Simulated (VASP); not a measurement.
# BiTe (R-3m) in VASP: notebook

The runs below take BiTe through single point, with r2SCAN.

Program: VASP 6.6.1. These are calculated values, not measurements. Logs are shortened: lines on timing, memory, paths and dates and some standing lists are left out, and cuts for length are marked.

## (1) The cell of the first run

Symmetry: R-3m, No. 166, trigonal system. Conventional cell: a = 4.769 Å, b = 4.769 Å, c = 8.896 Å, α = 90.00°, β = 90.00°, γ = 120.00°. Bi (site symmetry -3m) has 6 Te at 3.13 Å and 6 Bi at 4.05 Å within 4.1 Å. Within 4.1 Å of Te (site symmetry -3m) lie 6 Bi at 3.13 Å and 6 Te at 4.05 Å.

## (2) Single point, r2SCAN (29.21 Å³/atom)

POSCAR reads:

```
BiTe
1.0
    2.3847225342      1.3768201971      2.9654465550
   -2.3847225342      1.3768201971      2.9654465550
    0.0000000000     -2.7536403942      2.9654465550
Bi Te
1 1
Direct
    0.5000000000      0.5000000000      0.5000000000
    0.0000000000      0.0000000000      0.0000000000
```

INCAR.step1 reads:

```
PREC     = Accurate       # precision mode
ENCUT    = 520            # plane-wave cutoff, eV
ISMEAR   = 0              # smearing method
SIGMA    = 0.1            # smearing width, eV
LREAL    = F              # projectors in reciprocal space
LASPH    = T              # aspherical terms in the spheres
NELM     = 60             # most SCF steps
NBANDS   = 18             # bands
GGA      = PE             # functional
ALGO     = Normal         # electronic algorithm
EDIFF    = 1E-4           # SCF threshold, eV
LWAVE    = T              # write WAVECAR
LCHARG   = F              # write CHGCAR
```

INCAR.step2 reads:

```
PREC     = Accurate       # precision mode
ENCUT    = 520            # plane-wave cutoff, eV
EDIFF    = 1E-6           # SCF threshold, eV
ISMEAR   = 0              # smearing method
SIGMA    = 0.1            # smearing width, eV
LREAL    = F              # projectors in reciprocal space
LASPH    = T              # aspherical terms in the spheres
NELM     = 60             # most SCF steps
ALGO     = Normal         # electronic algorithm
ISIF     = 2              # what is computed and relaxed
LWAVE    = F              # write WAVECAR
LCHARG   = T              # write CHGCAR
METAGGA  = R2SCAN         # meta-GGA
LMIXTAU  = T            
LELF     = T              # ELF
LVHAR    = T            
NBANDS   = 18             # bands
ISTART   = 1
```

KPOINTS reads:

```
Automatic mesh
0
Gamma
  12 12 12
```

Potentials or basis: VASP PAW PBE potentials, release 64 (Bi_d, Te).

Launch:

```console
$ cat potpaw_PBE.64/Bi_d/POTCAR potpaw_PBE.64/Te/POTCAR > POTCAR
$ cp INCAR.step1 INCAR
$ mpirun -np 1 vasp_std > vasp.out
$ cp INCAR.step2 INCAR
$ mpirun -np 1 vasp_std > vasp.out
```

OUTCAR:

```text
PREC = Accurate
   ENCUT = 520
   EDIFF = 1E-6
   ISMEAR = 0
   LREAL = F
   LASPH = T
   NELM = 60
   ISIF = 2
   METAGGA = R2SCAN
   ISTART = 1

 ion  position               nearest neighbor table
   1  0.500  0.500  0.500-   2 3.13   2 3.13   2 3.13   2 3.13   2 3.13   2 3.13
   2  0.000  0.000  0.000-   1 3.13   1 3.13   1 3.13   1 3.13   1 3.13   1 3.13

  LATTYP: Found a trigonal (rhomboedric) cell.
 ALAT       =     4.0467775687
 COS(alpha) =     0.3054763505

  Lattice vectors:

 A1 = (   2.3847225342,   1.3768201971,   2.9654465550)
 A2 = (  -2.3847225342,   1.3768201971,   2.9654465550)
 A3 = (   0.0000000000,  -2.7536403942,   2.9654465550)

Analysis of symmetry for initial positions (statically):
=====================================================================
 Subroutine PRICEL returns:
 Original cell was already a primitive cell.

 Routine SETGRP: Setting up the symmetry group for a
 trigonal (rhombohedral) supercell.

 Subroutine GETGRP returns: Found 12 space group operations
 (whereof 12 operations were pure point group operations)
 out of a pool of 12 trial point group operations.

The static configuration has the point symmetry D_3d.

Analysis of symmetry for dynamics (positions and initial velocities):
=====================================================================
 Subroutine PRICEL returns:
 Original cell was already a primitive cell.

 Routine SETGRP: Setting up the symmetry group for a
 trigonal (rhombohedral) supercell.

 Subroutine GETGRP returns: Found 12 space group operations
 (whereof 12 operations were pure point group operations)
 out of a pool of 12 trial point group operations.

The dynamic configuration has the point symmetry D_3d.

 Subroutine INISYM returns: Found 12 space group operations
 (whereof 12 operations are pure point group operations),
 and found     1 'primitive' translations

----------------------------------------------------------------------------------------

                                     Primitive cell

  volume of cell :      58.4193

  direct lattice vectors                    reciprocal lattice vectors
     2.384722534  1.376820197  2.965446555     0.209667998  0.121051875  0.112405780
    -2.384722534  1.376820197  2.965446555    -0.209667998  0.121051875  0.112405780
     0.000000000 -2.753640394  2.965446555     0.000000000 -0.242103750  0.112405780
[... 74 lines left out ...]
 SYSTEM =  unknown system
   PREC   = accura    normal or accurate (medium, high low for compatibility)
   ISTART =      1    job   : 0-new  1-cont  2-samecut
   ICHARG =      0    charge: 1-file 2-atom 10-const
   ISPIN  =      1    spin polarized calculation?
   LNONCOLLINEAR =      F non collinear calculations
   LSORBIT =      F    spin-orbit coupling
   LASPH  =      T    aspherical Exc in radial PAW
   ENCUT  =  520.0 eV  38.22 Ry    6.18 a.u.   7.52  7.52  7.52*2*pi/ulx,y,z
   NELM   =     60;   NELMIN=  2; NELMDL=  0     # of ELM steps
   EDIFF  = 0.1E-05   stopping-criterion for ELM
   LREAL  =      F    real-space projection
   EDIFFG = 0.1E-04   stopping-criterion for IOM
   NSW    =      0    number of steps for IOM
   IBRION =     -1    ionic relax: 0-MD 1-quasi-New 2-CG
   NFREE  =      0    steps in history (QN), initial steepest desc. (CG)
   ISIF   =      2    stress and relaxation
   ISYM   =      2    0-nonsym 1-usesym 2-fastsym
   POTIM  = 0.5000    time-step for ionic-motion
   TEBEG  =    0.0;   TEEND  =   0.0 temperature during run
   PSTRESS=    0.0 pullay stress
   NELECT =      21.0000    total number of electrons
   NUPDOWN=      -1.0000    fix difference up-down
   EMIN   =  10.00;   EMAX   =-10.00  energy-range for DOS
   EFERMI =   0.00;   METHOD = LEGACY
   ISMEAR =     0;   SIGMA  =   0.10  broadening in eV -4-tet -1-fermi 0-gaus
   EFERMI_NEDOS =   21; number of points for ismear=-14 and -15
   IALGO  =     38    algorithm
   IMIX   =      4    mixing-type and parameters
     AMIX     =   0.40;   BMIX     =  1.00
     AMIX_MAG =   1.60;   BMIX_MAG =  1.00
  volume/ion in A,a.u.               =      29.21       197.12
  Fermi-wavevector in a.u.,A,eV,Ry     =   1.164025  2.199689 18.435283  1.354955
  Thomas-Fermi vector in A             =   2.300568
   LORBIT       =      0    0 simple, 1 ext, 2 COOP (PROOUT), +10 PAW based schemes
   METAGGA = R2SCAN    functional components
   LHFCALC =     F    Hartree Fock is set to
   AEXX    =    0.0000 exact exchange contribution
   IVDW    =     0    specifies the selected vdW correction
   LEPSILON=     F    determine dielectric tensor
   LRPA    =     F    only Hartree local field effects (RPA)
 non-spin polarized calculation
 Gauss-broadening in eV      SIGMA  =   0.10
  energy-cutoff  :      520.00
  volume of cell :       58.42
 maximum number of plane-waves:      1601
   NGX = 15   NGY = 15   NGZ = 15

 number of electron      21.0000007 magnetization

 Free energy of the ion-electron system (eV)
  ---------------------------------------------------
  ext. energy  EPLUGINS =         0.00000000
  ---------------------------------------------------
  free energy    TOTEN  =       -83.87133613 eV

  energy without entropy =      -83.86596818  energy(sigma->0) =      -83.86865216

 E-fermi :   8.3801     XC(G=0): -10.7671

 val. band max:        8.3664681603   @ k =   0.3333   0.0833   0.0833
 cond. band min:       8.3830541282   @ k =   0.4167   0.1667   0.0833
 fundamental gap:      0.0165859678
 Fermi energy:         8.3801407068

 k-point     1 :       0.0000    0.0000    0.0000
  band No.  band energies     occupation
      1     -15.6638      2.00000
      2     -15.6638      2.00000
      3     -15.6465      2.00000
      4     -15.6465      2.00000
      5     -15.6070      2.00000
      6      -6.6740      2.00000
[... 481 lines left out ...]
      5     -15.6032      2.00000
      6      -4.3066      2.00000
[... 10 lines left out ...]
     17      17.9736      0.00000
     18      20.0645      0.00000

 [... further k-points ...]
[... 5 lines left out ...]
  --------------------------------------------------------------------------------------
  -------------------------------------------------------------------------------------
  Total        2.6888224      2.6888224      2.6849956     -0.0000000     -0.0000000      0.0000000
  in kB       73.7422304     73.7422304     73.6372789     -0.0000000     -0.0000000      0.0000000
  external PRESSURE =      73.7072466 kB  Pullay stress =       0.0000000 kB

 VOLUME and BASIS-vectors are now :
 -----------------------------------------------------------------------------
  energy-cutoff  :      520.00
  volume of cell :       58.42
      direct lattice vectors                 reciprocal lattice vectors
     2.384722534  1.376820197  2.965446555     0.209667998  0.121051875  0.112405780
    -2.384722534  1.376820197  2.965446555    -0.209667998  0.121051875  0.112405780
     0.000000000 -2.753640394  2.965446555     0.000000000 -0.242103750  0.112405780

 POSITION                                       TOTAL-FORCE (eV/Angst)
 -----------------------------------------------------------------------------------
      0.00000      0.00000      4.44817         0.000000     -0.000000      0.000000
      0.00000      0.00000      0.00000         0.000000      0.000000     -0.000000
 -----------------------------------------------------------------------------------
    total drift:                               -0.000000      0.000000      0.000000

  FREE ENERGIE OF THE ION-ELECTRON SYSTEM (eV)
  ---------------------------------------------------
  free  energy   TOTEN  =       -83.8713361313 eV

  energy  without entropy=      -83.8659681817  energy(sigma->0) =      -83.86865216
```

OUTCAR.step1:

```text
PREC = Accurate
   ENCUT = 520
   ISMEAR = 0
   LREAL = F
   LASPH = T
[... 725 lines left out ...]
 -----------------------------------------------------------------------------------
      0.00000      0.00000      4.44817         0.000000      0.000000     -0.000000
      0.00000      0.00000      0.00000        -0.000000     -0.000000      0.000000
 -----------------------------------------------------------------------------------
    total drift:                               -0.000000      0.000000      0.000000

  FREE ENERGIE OF THE ION-ELECTRON SYSTEM (eV)
  ---------------------------------------------------
  free  energy   TOTEN  =        -6.9949714303 eV

  energy  without entropy=       -6.9896773678  energy(sigma->0) =       -6.99232440
```

Run time: 8.6 min. Hardware: 1 thread of AMD EPYC 7R13 (Zen 3), shared host; peak memory 0.29 GiB.

What came out:

* Free energy: -83.8713 eV
* Pressure: 7.4 GPa
* Band gap on the k mesh: zero (an odd number of electrons rules out a gap without spin polarisation)

Levels at points of the mesh, in eV from the Fermi level:
| k point | band 7 | band 8 | band 9 | band 10 | band 11 | band 12 | band 13 | band 14 |
| --- | --- | --- | --- | --- | --- | --- | --- | --- |
| (0.00, 0.00, 0.00) | -8.04 | -3.67 | -3.67 | -1.64 | 2.29 | 3.51 | 3.51 | 3.92 |
| (0.50, 0.00, 0.00) | -12.39 | -2.10 | -2.04 | -1.03 | -0.66 | -0.51 | 1.16 | 6.66 |
| (0.50, 0.50, 0.00) | -10.33 | -6.75 | -5.72 | -3.45 | 2.68 | 3.31 | 4.29 | 5.41 |
| (0.50, 0.50, 0.50) | -11.47 | -3.10 | -3.10 | -2.84 | -2.14 | -1.95 | -1.95 | 9.93 |

Caveat: the cell stands under pressure; the PAW data sets were made with another functional, which shifts forces and pressure a little; spin-orbit coupling is left out, which moves the levels of the heavy elements; an odd number of electrons without spin polarisation forces a metal; a magnetic or distorted state may lie lower.

## (3) Single point, r2SCAN (30.21 Å³/atom)

This run uses another cell than the first one, of 30.21 Å³/atom.

POSCAR reads:

```
BiTe
1.0
    2.3890562746      1.3793222832      3.0554260227
   -2.3890562746      1.3793222832      3.0554260227
    0.0000000000     -2.7586445665      3.0554260227
Bi Te
1 1
Direct
    0.5000000000      0.5000000000      0.5000000000
    0.0000000000      0.0000000000      0.0000000000
```

INCAR.step1 reads:

```
ALGO = Normal ; EDIFF = 1E-4
ENCUT = 520 ; GGA = PE
ISMEAR = 0 ; LASPH = T
LCHARG = F ; LREAL = F
LWAVE = T ; NBANDS = 18
NELM = 100 ; PREC = Accurate
SIGMA = 0.1
```

INCAR.step2 reads:

```
ALGO = Normal ; EDIFF = 1E-7
ENCUT = 520 ; ISIF = 2
ISMEAR = 0 ; ISTART = 1
LASPH = T ; LCHARG = F
LMIXTAU = T ; LREAL = F
LWAVE = F ; METAGGA = R2SCAN
NBANDS = 18 ; NELM = 100
PREC = Accurate ; SIGMA = 0.1
```

KPOINTS reads:

```
k-points
0
Gamma
  12 12 12
```

Potentials or basis: VASP PAW PBE potentials, release 64 (Bi_d, Te).

Launch:

```console
$ cat potpaw_PBE.64/Bi_d/POTCAR potpaw_PBE.64/Te/POTCAR > POTCAR
$ cp INCAR.step1 INCAR
$ mpirun -np 1 vasp_std > vasp.out
$ cp INCAR.step2 INCAR
$ mpirun -np 1 vasp_std > vasp.out
```

OUTCAR:

```text
EDIFF = 1E-7
   ENCUT = 520
   ISIF = 2
   ISMEAR = 0
   ISTART = 1
   LASPH = T
   LREAL = F
   METAGGA = R2SCAN
   NELM = 100
   PREC = Accurate

 ion  position               nearest neighbor table
   1  0.500  0.500  0.500-   2 3.15   2 3.15   2 3.15   2 3.15   2 3.15   2 3.15
   2  0.000  0.000  0.000-   1 3.15   1 3.15   1 3.15   1 3.15   1 3.15   1 3.15

  LATTYP: Found a trigonal (rhomboedric) cell.
 ALAT       =     4.1165213499
 COS(alpha) =     0.3263690839

  Lattice vectors:

 A1 = (   2.3890562746,   1.3793222832,   3.0554260227)
 A2 = (  -2.3890562746,   1.3793222832,   3.0554260227)
 A3 = (   0.0000000000,  -2.7586445665,   3.0554260227)

Analysis of symmetry for initial positions (statically):
=====================================================================
 Subroutine PRICEL returns:
 Original cell was already a primitive cell.

 Routine SETGRP: Setting up the symmetry group for a
 trigonal (rhombohedral) supercell.

 Subroutine GETGRP returns: Found 12 space group operations
[... 155 lines left out ...]
 number of electron      21.0000001 magnetization

 Free energy of the ion-electron system (eV)
  ---------------------------------------------------
  ext. energy  EPLUGINS =         0.00000000
  ---------------------------------------------------
  free energy    TOTEN  =       -83.94938212 eV

  energy without entropy =      -83.94460164  energy(sigma->0) =      -83.94699188

 E-fermi :   7.9725     XC(G=0): -10.5914

 val. band max:        7.9719544994   @ k =   0.2500   0.1667   0.1667
 cond. band min:       7.9972593636   @ k =  -0.2500   0.2500   0.0000
 fundamental gap:      0.0253048642
 Fermi energy:         7.9725346717

 k-point     1 :       0.0000    0.0000    0.0000
  band No.  band energies     occupation
      1     -16.0714      2.00000
      2     -16.0714      2.00000
      3     -16.0552      2.00000
      4     -16.0552      2.00000
      5     -16.0221      2.00000
      6      -6.8760      2.00000
[... 481 lines left out ...]
      5     -16.0178      2.00000
      6      -4.5841      2.00000
[... 10 lines left out ...]
     17      17.5927      0.00000
     18      19.2207      0.00000

 [... further k-points ...]
[... 5 lines left out ...]
  --------------------------------------------------------------------------------------
  -------------------------------------------------------------------------------------
  Total        1.9311752      1.9311752      1.9390380      0.0000000     -0.0000000      0.0000000
  in kB       51.2173509     51.2173509     51.4258825      0.0000000     -0.0000000      0.0000000
  external PRESSURE =      51.2868614 kB  Pullay stress =       0.0000000 kB

 VOLUME and BASIS-vectors are now :
 -----------------------------------------------------------------------------
  energy-cutoff  :      520.00
  volume of cell :       60.41
      direct lattice vectors                 reciprocal lattice vectors
     2.389056275  1.379322283  3.055426023     0.209287661  0.120832287  0.109095534
    -2.389056275  1.379322283  3.055426023    -0.209287661  0.120832287  0.109095534
     0.000000000 -2.758644567  3.055426023     0.000000000 -0.241664575  0.109095534

 POSITION                                       TOTAL-FORCE (eV/Angst)
 -----------------------------------------------------------------------------------
      0.00000     -0.00000      4.58314        -0.000000      0.000000      0.000000
      0.00000      0.00000      0.00000         0.000000     -0.000000     -0.000000
 -----------------------------------------------------------------------------------
    total drift:                               -0.000000      0.000000     -0.000000

  FREE ENERGIE OF THE ION-ELECTRON SYSTEM (eV)
  ---------------------------------------------------
  free  energy   TOTEN  =       -83.9493821245 eV

  energy  without entropy=      -83.9446016396  energy(sigma->0) =      -83.94699188
```

OUTCAR.step1:

```text
EDIFF = 1E-4
   ENCUT = 520
   GGA = PE
   ISMEAR = 0
   LASPH = T
[... 725 lines left out ...]
 -----------------------------------------------------------------------------------
      0.00000     -0.00000      4.58314        -0.000000     -0.000000     -0.000000
      0.00000      0.00000      0.00000         0.000000      0.000000      0.000000
 -----------------------------------------------------------------------------------
    total drift:                               -0.000000      0.000000     -0.000000

  FREE ENERGIE OF THE ION-ELECTRON SYSTEM (eV)
  ---------------------------------------------------
  free  energy   TOTEN  =        -7.0748554353 eV

  energy  without entropy=       -7.0697866172  energy(sigma->0) =       -7.07232103
```

Run time: 9.2 min. Hardware: 1 thread of AMD EPYC 7R13 (Zen 3), shared host; peak memory 0.31 GiB.

What came out:

```yaml
Free_energy: -83.9494 eV
Pressure: 5.1 GPa
Band_gap_on_the_k_mesh: zero (an odd number of electrons rules out a gap without spin polarisation)
```

Caveat: the cell stands under pressure; the PAW data sets were made with another functional, which shifts forces and pressure a little; spin-orbit coupling is left out, which moves the levels of the heavy elements; an odd number of electrons without spin polarisation forces a metal; a magnetic or distorted state may lie lower.

(Continued in part 2 of 2.)

The gap in the log of VASP goes by the Fermi energy; the results here count the filled bands.